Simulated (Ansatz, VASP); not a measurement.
Na3TeH: VASP beside Ansatz

```
Na Te H
1.0
     4.70202    0.00000    0.00000
     0.00000    4.70202    0.00000
     0.00000    0.00000    4.70202
Na Te H
3 1 1
Cartesian
  2.3510 0.0000 2.3510
  0.0000 2.3510 2.3510
  2.3510 2.3510 0.0000
  0.0000 0.0000 0.0000
  2.3510 2.3510 2.3510
```

Alike in both runs: functional PBEsol; k mesh 6 × 6 × 6; occupations gaussian, width 0.02 eV; no spin polarisation.

Ansatz relaxed the structure, and its values are those at the end. VASP's run is a single point on that final structure, the one shown.

|  | VASP | Ansatz |
| --- | --- | --- |
| version | VASP 6.6.1 | Ansatz 0.2.0 |
| potentials or method | VASP PAW PBE potentials, release 64 (Na_pv, Te, H), cutoff 520 eV | scalar-relativistic, plane waves, PAW |
| valence electrons in the cell | 28 | 44 |

|  | VASP | Ansatz | Ansatz less VASP |
| --- | --- | --- | --- |
| gap on the k mesh at the Fermi level (eV) | 2.66 | 2.66 | +0.003 |
| least direct gap on the mesh (eV) | 2.85 | 2.86 | +0.002 |
| pressure (GPa) | 0.1 | 0.0 | -0.05 |

VASP's potentials were made for PBE, not for PBEsol. The functional is the same, so the differences come from potentials, cutoffs and numerics. VASP's potentials hold 28 valence electrons a cell and Ansatz's 44, so a difference there can come from the potentials and not from the codes.

Spin-orbit coupling is off throughout.
